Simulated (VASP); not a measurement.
# H20CO9: single point with PBE+D3(BJ)

System: H20CO9.

```
O H C
1.0
     6.74600    0.00000    0.00000
     0.00000    6.74600    0.00000
     0.00000    0.00000    6.74600
O H C
9 20 1
Cartesian
  4.5888 7.5937 -0.0231
  1.7389 3.1510 5.8829
  7.2217 2.2744 3.7496
  1.7801 6.6108 3.8102
  2.1256 0.4134 6.7429
  5.0818 3.0093 2.3058
  -0.3888 5.5865 0.0967
  4.7338 2.3107 4.9411
  3.4811 4.5634 3.3706
  3.6780 7.1718 -0.1993
  5.3267 7.0055 0.2219
  2.5272 3.4235 5.3157
  1.3156 2.9056 4.8574
  6.7854 2.6775 3.0503
  6.6598 1.9958 4.5818
  1.4816 7.4929 3.6276
  0.9050 6.3144 4.0662
  2.0931 1.3664 6.5729
  1.6779 0.0147 6.0015
  4.3733 3.7776 2.4995
  4.9025 2.4394 1.5421
  -0.4100 4.6877 -0.4335
  0.0148 5.3326 0.9985
  4.4808 2.0949 3.9866
  4.6852 1.5286 5.3784
  5.4448 4.1472 4.0875
  2.9972 5.3806 3.1672
  5.0379 5.9357 3.9821
  4.2570 4.6584 5.0506
  4.6227 4.9914 4.2043
```

| Property | Result |
| --- | --- |
| Program | VASP 6.6.1 |
| Task | single point |
| Functional | PBE |
| Dispersion | D3(BJ) |
| Potentials or basis | VASP PAW PBE potentials, release 64 (O, H, C) |
| Cutoff | 520 eV |
| k mesh | 1 × 1 × 1 |
| Occupations | fermi-dirac, width 0.02 eV |
| Spin | no spin polarisation |

```
Pressure                   : 2.7 GPa
Largest force              : 6.750 eV/Å
Dispersion energy per atom : -0.034 eV
```

Forces on the atoms (eV/Å):
```
O    0.039 -0.019  0.986
O    0.066 -0.232 -4.185
O    2.663 -2.802  4.716
O    0.283 -1.134  0.294
O    0.418 -0.337  0.916
O    0.049  0.620  0.065
O    0.865 -2.697  0.358
O    0.019  4.388 -5.129
O    0.999  0.441 -0.587
H    0.680 -0.226  0.948
H   -0.555 -0.812 -0.249
H    0.053  0.005  1.630
H    0.092  0.394  2.680
H   -2.887  1.523 -2.373
H   -0.303  1.128 -2.529
H    0.189  2.377 -0.846
H   -0.604 -1.341  0.310
H   -0.295  1.076 -0.201
H   -0.456 -0.507 -0.696
H    0.535 -1.606 -0.934
H   -0.567  0.110 -0.472
H    0.153  2.121  1.556
H   -0.611  0.286 -1.860
H    0.562  0.827  0.955
H   -0.357 -4.403  3.394
H   -1.217  1.923 -0.316
H   -0.641  0.399 -0.151
H   -0.063  1.397  0.069
H   -1.193  0.062  5.439
C    2.085 -2.963 -3.788
```

Stress tensor (GPa, compression positive):
```
 0.93  0.50  0.37
 0.50  4.70 -3.97
 0.37 -3.97  2.48
```

Levels at points of the mesh, in eV from the Fermi level:
```
           k point  band 37  band 38  band 39  band 40  band 41  band 42
(0.00, 0.00, 0.00)    -0.73    -0.64    -0.56     3.74     6.10     6.49
```

Run time: 40 s on 1 thread of Intel(R) Xeon(R) Platinum 8375C CPU @ 2.90GHz (Ice Lake) (shared host), peak memory 0.32 GiB.

Caveat: the k points lie up to 0.93 Å⁻¹ apart.
